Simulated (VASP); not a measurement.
# Ge (Pm-3m) in VASP: settings compared

Ge is run at these levels: PBE-based screened hybrid with 25 % exact exchange, PBEsol-based screened hybrid with 25 % exact exchange, r2SCANh; tasks: single point.

Program: VASP 6.6.1. These are calculated values, not measurements. Logs are shortened: lines on timing, memory, paths and dates and some standing lists are left out, and cuts for length are marked.

## 1. The cell of the first run

The structure is cubic, space group Pm-3m (No. 221). The conventional cell has a = 2.699 Å, b = 2.699 Å, c = 2.699 Å, α = 90.00°, β = 90.00°, γ = 90.00°. Within 3.6 Å of Ge (site symmetry m-3m) lie 6 Ge at 2.70 Å.

This isn't the form of Ge at room conditions, which is diamond.

## 2. Single point, PBE-based screened hybrid with 25 % exact exchange

Contents of POSCAR:

```
Ge
1.0
    2.6994737028      0.0000000000      0.0000000000
    0.0000000000      2.6994737028      0.0000000000
    0.0000000000      0.0000000000      2.6994737028
Ge
1
Direct
    0.0000000000      0.0000000000      0.0000000000
```

Contents of INCAR.step1:

```
PREC = Accurate
ENCUT = 520
EDIFF = 1E-5
ISMEAR = -1
SIGMA = 0.05
LREAL = False
LASPH = True
NELM = 60
ALGO = Normal
ISIF = 2
LWAVE = True
LCHARG = False
GGA = PE
NBANDS = 13
```

Contents of INCAR.step2:

```
PREC = Accurate
ENCUT = 520
EDIFF = 1E-6
ISMEAR = -1
SIGMA = 0.05
LREAL = False
LASPH = True
NELM = 60
ALGO = Normal
ISIF = 2
LWAVE = False
LCHARG = False
GGA = PE
LHFCALC = True
AEXX = 0.25
HFSCREEN = 0.3
PRECFOCK = Normal
ISTART = 1
NBANDS = 13
```

Contents of KPOINTS:

```
regular mesh
0
Gamma
  5 5 5
```

Potentials or basis: VASP PAW PBE potentials, release 64 (Ge_d).

Launch:

```sh
cat potpaw_PBE.64/Ge_d/POTCAR > POTCAR
cp INCAR.step1 INCAR
mpirun -np 1 vasp_std > vasp.out
cp INCAR.step2 INCAR
mpirun -np 1 vasp_std > vasp.out
```

OUTCAR:

```text
PREC = Accurate
   ENCUT = 520
   EDIFF = 1E-6
   ISMEAR = -1
   LREAL = False
   LASPH = True
   NELM = 60
   ISIF = 2
   GGA = PE
   LHFCALC = True
   AEXX = 0.25
   HFSCREEN = 0.3
   PRECFOCK = Normal
   ISTART = 1

 ion  position               nearest neighbor table
   1  0.000  0.000  0.000-

  LATTYP: Found a simple cubic cell.
 ALAT       =     2.6994737028

  Lattice vectors:

 A1 = (   2.6994737028,   0.0000000000,   0.0000000000)
 A2 = (   0.0000000000,   2.6994737028,   0.0000000000)
 A3 = (   0.0000000000,   0.0000000000,   2.6994737028)

Analysis of symmetry for initial positions (statically):
=====================================================================
 Subroutine PRICEL returns:
 Original cell was already a primitive cell.

 Routine SETGRP: Setting up the symmetry group for a
 simple cubic supercell.

 Subroutine GETGRP returns: Found 48 space group operations
 (whereof 48 operations were pure point group operations)
 out of a pool of 48 trial point group operations.

The static configuration has the point symmetry O_h .

Analysis of symmetry for dynamics (positions and initial velocities):
=====================================================================
 Subroutine PRICEL returns:
 Original cell was already a primitive cell.

 Routine SETGRP: Setting up the symmetry group for a
 simple cubic supercell.

 Subroutine GETGRP returns: Found 48 space group operations
 (whereof 48 operations were pure point group operations)
 out of a pool of 48 trial point group operations.

The dynamic configuration has the point symmetry O_h .

 Subroutine INISYM returns: Found 48 space group operations
 (whereof 48 operations are pure point group operations),
 and found     1 'primitive' translations

----------------------------------------------------------------------------------------

                                     Primitive cell

  volume of cell :      19.6715

  direct lattice vectors                    reciprocal lattice vectors
     2.699473703  0.000000000  0.000000000     0.370442579  0.000000000  0.000000000
     0.000000000  2.699473703  0.000000000     0.000000000  0.370442579  0.000000000
     0.000000000  0.000000000  2.699473703     0.000000000  0.000000000  0.370442579

  length of vectors
[... 76 lines left out ...]
   NELECT =      14.0000    total number of electrons
   NUPDOWN=      -1.0000    fix difference up-down
   EMIN   =  10.00;   EMAX   =-10.00  energy-range for DOS
   EFERMI =   0.00;   METHOD = LEGACY
   ISMEAR =    -1;   SIGMA  =   0.05  broadening in eV -4-tet -1-fermi 0-gaus
   EFERMI_NEDOS =   21; number of points for ismear=-14 and -15
   IALGO  =     38    algorithm
   IMIX   =      1    mixing-type and parameters
     AMIX     =   0.40;   BMIX     =  1.00
     AMIX_MAG =   1.60;   BMIX_MAG =  1.00
  volume/ion in A,a.u.               =      19.67       132.75
  Fermi-wavevector in a.u.,A,eV,Ry     =   1.461633  2.762086 29.067102  2.136372
  Thomas-Fermi vector in A             =   2.577942
   LORBIT       =      0    0 simple, 1 ext, 2 COOP (PROOUT), +10 PAW based schemes
   GGA     = PE    functional components
   LHFCALC =     T    Hartree Fock is set to
   PRECFOCK=normal    Normal, Fast or Accurate (Low or Medium for compatibility)
   ENCUT4O =  -1.0   cutoff for four orbital integrals eV
   NKREDX  =     1    reduce k-point grid by
   NKREDY  =     1    reduce k-point grid by
   NKREDZ  =     1    reduce k-point grid by
   AEXX    =    0.2500 exact exchange contribution
   HFSCREEN=    0.3000 screening length (either q_TF or 0.3 A-1)
   HFSCREENC=   0.3000 screening length for correlation (either q_TF or 0.3 A-1)
   ENCUTFOCK=  -1.0 apply spherical cutoff to Coloumb kernel
   IVDW    =     0    specifies the selected vdW correction
   LEPSILON=     F    determine dielectric tensor
   LRPA    =     F    only Hartree local field effects (RPA)
 non-spin polarized calculation
  energy-cutoff  :      520.00
  volume of cell :       19.67
 maximum number of plane-waves:       540
  NGX = 16; NGY = 16; NGZ = 16

 number of electron      13.9999962 magnetization

 Free energy of the ion-electron system (eV)
  ---------------------------------------------------
  ext. energy  EPLUGINS =         0.00000000
  ---------------------------------------------------
  free energy    TOTEN  =        -4.97659836 eV

  energy without entropy =       -4.97327282  energy(sigma->0) =       -4.97493559

 E-fermi :   5.4331     XC(G=0):  -9.1948

 val. band max:        5.2762847166   @ k =   0.4000   0.4000   0.2000
 cond. band min:       6.3674260306   @ k =   0.4000   0.4000   0.4000
 fundamental gap:      1.0911413140
 Fermi energy:         5.4330594276

 k-point     1 :       0.0000    0.0000    0.0000
  band No.  band energies     occupation
      1     -21.9047      2.00000
      2     -21.9047      2.00000
      3     -21.6527      2.00000
      4     -21.6527      2.00000
      5     -21.6527      2.00000
      6      -8.2224      2.00000
      7      13.3294      0.00000
      8      13.3294      0.00000
      9      13.3294      0.00000
     10      16.6052      0.00000
     11      16.6052      0.00000
     12      19.2734      0.00000
     13      35.8632      0.00000
[... 130 lines left out ...]
  band No.  band energies     occupation
      1     -21.7836      2.00000
      2     -21.7816      2.00000
      3     -21.7816      2.00000
      4     -21.6084      2.00000
      5     -21.6084      2.00000
      6       1.7798      2.00000
      7       6.3674      0.00000
      8       6.3674      0.00000
      9       8.4529      0.00000
     10      13.8096      0.00000
     11      14.5539      0.00000
     12      14.5540      0.00000
     13      19.7334      0.00000

------------------------ aborting loop because EDIFF is reached ----------------------------------------

  FORCE on cell =-STRESS in cart. coord.  units (eV):
  Direction    XX          YY          ZZ          XY          YZ          ZX
  --------------------------------------------------------------------------------------
  -------------------------------------------------------------------------------------
  Total        0.0246172      0.0246172      0.0246172      0.0000000      0.0000000     -0.0000000
  in kB        2.0049899      2.0049899      2.0049899      0.0000000      0.0000000     -0.0000000
  external PRESSURE =       2.0049899 kB  Pullay stress =       0.0000000 kB

 VOLUME and BASIS-vectors are now :
 -----------------------------------------------------------------------------
  energy-cutoff  :      520.00
  volume of cell :       19.67
      direct lattice vectors                 reciprocal lattice vectors
     2.699473703  0.000000000  0.000000000     0.370442579  0.000000000  0.000000000
     0.000000000  2.699473703  0.000000000     0.000000000  0.370442579  0.000000000
     0.000000000  0.000000000  2.699473703     0.000000000  0.000000000  0.370442579

 POSITION                                       TOTAL-FORCE (eV/Angst)
 -----------------------------------------------------------------------------------
      0.00000      0.00000      0.00000         0.000000      0.000000      0.000000
 -----------------------------------------------------------------------------------
    total drift:                                0.000000      0.000000     -0.000000

  FREE ENERGIE OF THE ION-ELECTRON SYSTEM (eV)
  ---------------------------------------------------
  free  energy   TOTEN  =        -4.9765983593 eV

  energy  without entropy=       -4.9732728154  energy(sigma->0) =       -4.97493559
```

It took 4.4 min on 1 thread of Intel Xeon 8259CL, shared host; peak memory 0.23 GiB.

What came out:

```yaml
Free_energy: -4.9766 eV
Pressure: 0.2 GPa
Band_gap_on_the_k_mesh: zero (bands 7 and 8 overlap by 8.85 eV)
```

Caveat: the k points lie up to 0.47 Å⁻¹ apart, too coarse for converged energies and pressures of a metal; the PAW data sets were made with another functional, which shifts forces and pressure a little.

## 3. Single point, PBEsol-based screened hybrid with 25 % exact exchange

This run uses another cell than the first one, of 19.91 Å³/atom.

Contents of POSCAR:

```
Ge
1.0
    2.7104700000      0.0000000000      0.0000000000
    0.0000000000      2.7104700000      0.0000000000
    0.0000000000      0.0000000000      2.7104700000
Ge
1
Direct
    0.0000000000      0.0000000000      0.0000000000
```

Contents of INCAR.step1:

```
PREC = Accurate
ENCUT = 520
EDIFF = 1E-5
ISMEAR = -1
SIGMA = 0.05
LREAL = F
LASPH = T
NELM = 60
ALGO = Normal
ISIF = 2
LWAVE = T
LCHARG = F
NBANDS = 13
GGA = PE
```

Contents of INCAR.step2:

```
PREC = Accurate
ENCUT = 520
EDIFF = 1E-7
ISMEAR = -1
SIGMA = 0.05
LREAL = F
LASPH = T
NELM = 60
ALGO = Normal
ISIF = 2
LWAVE = F
LCHARG = F
GGA = PS
LHFCALC = T
AEXX = 0.25
HFSCREEN = 0.207
PRECFOCK = Normal
NBANDS = 13
ISTART = 1
```

KPOINTS is that of step 2.

Potentials or basis: VASP PAW PBE potentials, release 64 (Ge_d).

Launch:

```sh
cat potpaw_PBE.64/Ge_d/POTCAR > POTCAR
cp INCAR.step1 INCAR
mpirun -np 1 vasp_std > vasp.out
cp INCAR.step2 INCAR
mpirun -np 1 vasp_std > vasp.out
```

Run time: 5 min. Hardware: 1 thread of Intel Xeon 8259CL, shared host; peak memory 0.23 GiB.

Results (log left out):

| Property | Result |
| --- | --- |
| Free energy | -5.4234 eV |
| Pressure | -3.3 GPa |
| Band gap on the k mesh | zero (bands 7 and 8 overlap by 9.00 eV) |

Levels at points of the mesh, in eV from the Fermi level:
```tsv
k point	band 4	band 5	band 6	band 7	band 8	band 9
(0.00, 0.00, 0.00)	-27.14	-27.14	-13.71	8.02	8.02	8.02
```

Caveat: the k points lie up to 0.46 Å⁻¹ apart, too coarse for converged energies and pressures of a metal; the PAW data sets were made with another functional, which shifts forces and pressure a little.

## 4. Single point, r2SCANh

This run uses another cell than the first one, of 19.91 Å³/atom.

POSCAR is that of step 3.

Contents of INCAR.step1:

```
ALGO = Normal
EDIFF = 1E-5
ENCUT = 520
GGA = PE
ISIF = 2
ISMEAR = -1
LASPH = T
LREAL = F
LWAVE = T
NBANDS = 13
NELM = 80
PREC = Accurate
SIGMA = 0.05
```

Contents of INCAR.step2:

```
AEXX = 0.1
ALGO = Normal
EDIFF = 1E-7
ENCUT = 520
ISIF = 2
ISMEAR = -1
ISTART = 1
LASPH = T
LCHARG = T
LELF = T
LHFCALC = T
LMIXTAU = T
LREAL = F
LVHAR = T
LWAVE = F
METAGGA = R2SCAN
NBANDS = 13
NELM = 80
PREC = Accurate
PRECFOCK = Normal
SIGMA = 0.05
```

Contents of KPOINTS:

```
k-points
0
Gamma
  5 5 5
```

Potentials or basis: VASP PAW PBE potentials, release 64 (Ge_d).

Launch:

```sh
cat potpaw_PBE.64/Ge_d/POTCAR > POTCAR
cp INCAR.step1 INCAR
mpirun -np 1 vasp_std > vasp.out
cp INCAR.step2 INCAR
mpirun -np 1 vasp_std > vasp.out
```

OUTCAR:

```text
AEXX = 0.1
   EDIFF = 1E-7
   ENCUT = 520
   ISIF = 2
   ISMEAR = -1
   ISTART = 1
   LASPH = T
   LHFCALC = T
   LREAL = F
   METAGGA = R2SCAN
   NELM = 80
   PREC = Accurate
   PRECFOCK = Normal

 ion  position               nearest neighbor table
   1  0.000  0.000  0.000-

  LATTYP: Found a simple cubic cell.
 ALAT       =     2.7104700000

  Lattice vectors:

 A1 = (   2.7104700000,   0.0000000000,   0.0000000000)
 A2 = (   0.0000000000,   2.7104700000,   0.0000000000)
 A3 = (   0.0000000000,   0.0000000000,   2.7104700000)

Analysis of symmetry for initial positions (statically):
=====================================================================
 Subroutine PRICEL returns:
 Original cell was already a primitive cell.

 Routine SETGRP: Setting up the symmetry group for a
 simple cubic supercell.

 Subroutine GETGRP returns: Found 48 space group operations
 (whereof 48 operations were pure point group operations)
 out of a pool of 48 trial point group operations.

The static configuration has the point symmetry O_h .

Analysis of symmetry for dynamics (positions and initial velocities):
=====================================================================
 Subroutine PRICEL returns:
 Original cell was already a primitive cell.

 Routine SETGRP: Setting up the symmetry group for a
 simple cubic supercell.

 Subroutine GETGRP returns: Found 48 space group operations
 (whereof 48 operations were pure point group operations)
 out of a pool of 48 trial point group operations.

The dynamic configuration has the point symmetry O_h .

 Subroutine INISYM returns: Found 48 space group operations
 (whereof 48 operations are pure point group operations),
 and found     1 'primitive' translations

----------------------------------------------------------------------------------------

                                     Primitive cell

  volume of cell :      19.9129

  direct lattice vectors                    reciprocal lattice vectors
[... 104 lines left out ...]
   HFSCREENC=   0.0000 screening length for correlation (either q_TF or 0.3 A-1)
   ENCUTFOCK=  -1.0 apply spherical cutoff to Coloumb kernel
   IVDW    =     0    specifies the selected vdW correction
   LEPSILON=     F    determine dielectric tensor
   LRPA    =     F    only Hartree local field effects (RPA)
 non-spin polarized calculation
  energy-cutoff  :      520.00
  volume of cell :       19.91
 maximum number of plane-waves:       543
  NGX = 16; NGY = 16; NGZ = 16

 number of electron      13.9999969 magnetization

 Free energy of the ion-electron system (eV)
  ---------------------------------------------------
  ext. energy  EPLUGINS =         0.00000000
  ---------------------------------------------------
  free energy    TOTEN  =       -13.27166431 eV

  energy without entropy =      -13.26833877  energy(sigma->0) =      -13.27000154

 E-fermi :   5.1018     XC(G=0): -10.8596

 val. band max:        4.9450182762   @ k =   0.4000   0.4000   0.2000
 cond. band min:       6.2196631917   @ k =   0.4000   0.4000   0.4000
 fundamental gap:      1.2746449156
 Fermi energy:         5.1017929916

 k-point     1 :       0.0000    0.0000    0.0000
  band No.  band energies     occupation
      1     -21.0397      2.00000
      2     -21.0397      2.00000
      3     -20.7793      2.00000
      4     -20.7793      2.00000
      5     -20.7793      2.00000
      6      -8.2957      2.00000
      7      13.1529      0.00000
      8      13.1529      0.00000
      9      13.1529      0.00000
     10      16.6633      0.00000
     11      16.6633      0.00000
     12      19.7798      0.00000
     13      36.1518      0.00000
[... 130 lines left out ...]
  band No.  band energies     occupation
      1     -20.9152      2.00000
      2     -20.9132      2.00000
      3     -20.9132      2.00000
      4     -20.7358      2.00000
      5     -20.7358      2.00000
      6       1.4418      2.00000
      7       6.2197      0.00000
      8       6.2197      0.00000
      9       8.3699      0.00000
     10      14.0110      0.00000
     11      14.6792      0.00000
     12      14.6792      0.00000
     13      20.1257      0.00000

------------------------ aborting loop because EDIFF is reached ----------------------------------------

  FORCE on cell =-STRESS in cart. coord.  units (eV):
  Direction    XX          YY          ZZ          XY          YZ          ZX
  --------------------------------------------------------------------------------------
  -------------------------------------------------------------------------------------
  Total       -0.2341984     -0.2341984     -0.2341984      0.0000000     -0.0000000      0.0000000
  in kB      -18.8434588    -18.8434588    -18.8434588      0.0000000     -0.0000000      0.0000000
  external PRESSURE =     -18.8434588 kB  Pullay stress =       0.0000000 kB

 VOLUME and BASIS-vectors are now :
 -----------------------------------------------------------------------------
  energy-cutoff  :      520.00
  volume of cell :       19.91
      direct lattice vectors                 reciprocal lattice vectors
     2.710470000  0.000000000  0.000000000     0.368939704  0.000000000  0.000000000
     0.000000000  2.710470000  0.000000000     0.000000000  0.368939704  0.000000000
     0.000000000  0.000000000  2.710470000     0.000000000  0.000000000  0.368939704

 POSITION                                       TOTAL-FORCE (eV/Angst)
 -----------------------------------------------------------------------------------
      0.00000      0.00000      0.00000         0.000000      0.000000      0.000000
 -----------------------------------------------------------------------------------
    total drift:                                0.000000      0.000000     -0.000000

  FREE ENERGIE OF THE ION-ELECTRON SYSTEM (eV)
  ---------------------------------------------------
  free  energy   TOTEN  =       -13.2716643129 eV

  energy  without entropy=      -13.2683387717  energy(sigma->0) =      -13.27000154
```

OUTCAR.step1:

```text
EDIFF = 1E-5
   ENCUT = 520
   GGA = PE
   ISIF = 2
   ISMEAR = -1
   LASPH = T
[... 357 lines left out ...]

 POSITION                                       TOTAL-FORCE (eV/Angst)
 -----------------------------------------------------------------------------------
      0.00000      0.00000      0.00000         0.000000      0.000000      0.000000
 -----------------------------------------------------------------------------------
    total drift:                               -0.000000      0.000000      0.000000

  FREE ENERGIE OF THE ION-ELECTRON SYSTEM (eV)
  ---------------------------------------------------
  free  energy   TOTEN  =        -4.4092064111 eV

  energy  without entropy=       -4.4058808421  energy(sigma->0) =       -4.40754363
```

It took 5.4 min on 1 thread of Intel Xeon 8259CL, shared host; peak memory 0.13 GiB.

What came out:

```yaml
Free_energy: -13.2717 eV
Pressure: -1.9 GPa
Band_gap_on_the_k_mesh: zero (bands 7 and 8 overlap by 9.01 eV)
```

Levels at points of the mesh, in eV from the Fermi level:
| k point | band 3 | band 4 | band 5 | band 6 | band 7 | band 8 | band 9 | band 10 |
| --- | --- | --- | --- | --- | --- | --- | --- | --- |
| (0.00, 0.00, 0.00) | -25.88 | -25.88 | -25.88 | -13.40 | 8.05 | 8.05 | 8.05 | 11.56 |

Caveat: the k points lie up to 0.46 Å⁻¹ apart, too coarse for converged energies and pressures of a metal; the PAW data sets were made with another functional, which shifts forces and pressure a little.

## 5. Summary

| level | cell | share of exact exchange | screening parameter | gap on the mesh (eV) | pressure (GPa) |
| --- | --- | --- | --- | --- | --- |
| PBE-based screened hybrid with 25 % exact exchange | a = 2.699 Å, 1 atom | 0.25 | 0.3 1/Å | none | 0.2 |
| PBEsol-based screened hybrid with 25 % exact exchange | a = 2.710 Å, 1 atom | 0.25 | 0.207 1/Å | none | -3.3 |
| r2SCANh | a = 2.710 Å, 1 atom | 0.1 | - | none | -1.9 |

Alike in all rows: task single point; potentials or basis VASP PAW PBE potentials, release 64 (Ge_d); no spin polarisation; k mesh 5 × 5 × 5; cutoff (eV) 520; smearing fermi-dirac 0.05 eV.

Caveats: all runs use coarse meshes; the PAW data sets were made with another functional, which shifts forces and pressure a little.

Total energies depend on the potentials used, so only differences within one code and one set of settings carry meaning.
